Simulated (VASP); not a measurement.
Write the native input for VASP 6.6.1 that does the following.

```
Task                   : single point
Functional             : r2SCAN
Potentials or basis    : VASP PAW PBE potentials, release 64 (Al, Ga_d, N)
Cutoff                 : 520 eV
k mesh                 : 6 × 6 × 6
Occupations            : gaussian, width 0.05 eV
Spin                   : no spin polarisation
Dipole correction      : no
Further INCAR settings : ALGO = Normal; EDIFF = 1e-06; NBANDS = 41
```

The system is AlGa3N4.

```
Al Ga N
1.0
     4.46534    0.00000    0.00000
     0.00000    4.46534    0.00000
     0.00000    0.00000    4.46534
Al Ga N
1 3 4
Direct
  0.00000 0.00000 0.00000
  0.49208 0.50792 0.00000
  0.49208 0.00792 0.50000
  0.99208 0.50792 0.50000
  0.75535 0.75535 0.24465
  0.75535 0.24465 0.75535
  0.24465 0.75535 0.75535
  0.24465 0.24465 0.24465
```

This cell differs from its parent crystal: all Ga atoms moved -0.050 Å, as atom 2 along Cartesian [1 -1 0].

The input as run:

POSCAR

```
AlGa3N4
1.0
    4.4653444522      0.0000000000      0.0000000000
    0.0000000000      4.4653444522      0.0000000000
    0.0000000000      0.0000000000      4.4653444522
Al Ga N
1 3 4
Direct
    0.0000000000      0.0000000000      0.0000000000
    0.4920822818      0.5079177182      0.0000000000
    0.4920822818      0.0079177182      0.5000000000
   -0.0079177182      0.5079177182      0.5000000000
    0.7553510553      0.7553510553      0.2446489447
    0.7553510553      0.2446489447      0.7553510553
    0.2446489447      0.7553510553      0.7553510553
    0.2446489447      0.2446489447      0.2446489447
```

INCAR.step1

```
SYSTEM = AlGa3N4
PREC = Accurate
ENCUT = 520
ISMEAR = 0
SIGMA = 0.05
LREAL = .False.
LASPH = .True.
NELM = 100
NBANDS = 41
GGA = PE
ALGO = Normal
EDIFF = 1E-4
LWAVE = .True.
LCHARG = .False.
```

INCAR.step2

```
SYSTEM = AlGa3N4
PREC = Accurate
ENCUT = 520
EDIFF = 1E-6
ISMEAR = 0
SIGMA = 0.05
LREAL = .False.
LASPH = .True.
NELM = 100
ALGO = Normal
ISIF = 2
LWAVE = .False.
LCHARG = .False.
METAGGA = R2SCAN
LMIXTAU = .True.
NBANDS = 41
ISTART = 1
```

KPOINTS

```
Automatic mesh
0
Gamma
  6 6 6
  0 0 0
```

Potentials or basis: VASP PAW PBE potentials, release 64 (Al, Ga_d, N).

Run with:

```console
$ cat potpaw_PBE.64/Al/POTCAR potpaw_PBE.64/Ga_d/POTCAR potpaw_PBE.64/N/POTCAR > POTCAR
$ cp INCAR.step1 INCAR
$ mpirun -np 1 vasp_std > vasp.out
$ cp INCAR.step2 INCAR
$ mpirun -np 1 vasp_std > vasp.out
```

Results of the run:

- Pressure: 1.0 GPa
- Largest force: 0.898 eV/Å
- Band gap on the k mesh: 2.72 eV

Caveat: the cell differs from its parent crystal (all Ga atoms moved -0.050 Å, as atom 2 along Cartesian [1 -1 0]); the PAW data sets were made with another functional, which shifts forces and pressure a little.

It took 19 min on 1 thread of Intel Xeon 8259CL, on a shared host, peak memory 0.35 GiB.
